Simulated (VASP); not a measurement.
Input of a VASP 6.6.1 run:

INCAR

```
SYSTEM = Sb
PREC = Accurate ; ENCUT = 520
EDIFF = 1E-6 ; ISMEAR = -1
SIGMA = 0.1 ; LREAL = .FALSE.
LASPH = .TRUE. ; NELM = 80
ALGO = Normal ; ISIF = 2
LWAVE = .FALSE. ; LCHARG = .TRUE.
GGA = B5 ; ALDAX = 1.0
AGGAX = 1.0 ; AGGAC = 1.0
ALDAC = 0.0 ; LELF = .TRUE.
LVHAR = .TRUE. ; NBANDS = 8
```

File KPOINTS:

```
Automatic mesh
0
G
  12 12 12
  0 0 0
```

File POSCAR:

```
Sb
1.0
    0.0000000000      2.3727216019      2.3727216019
    2.3727216019      0.0000000000      2.3727216019
    2.3727216019      2.3727216019      0.0000000000
Sb
1
Direct
    0.0000000000      0.0000000000      0.0000000000
```

Potentials or basis: VASP PAW PBE potentials, release 64 (Sb).

Command:

```sh
$ cat potpaw_PBE.64/Sb/POTCAR > POTCAR
$ mpirun -np 1 vasp_std > vasp.out
```

Q: What does it give for the pressure?

A: 7.9 GPa.

Caveat: the PAW data sets were made with another functional, which shifts forces and pressure a little.
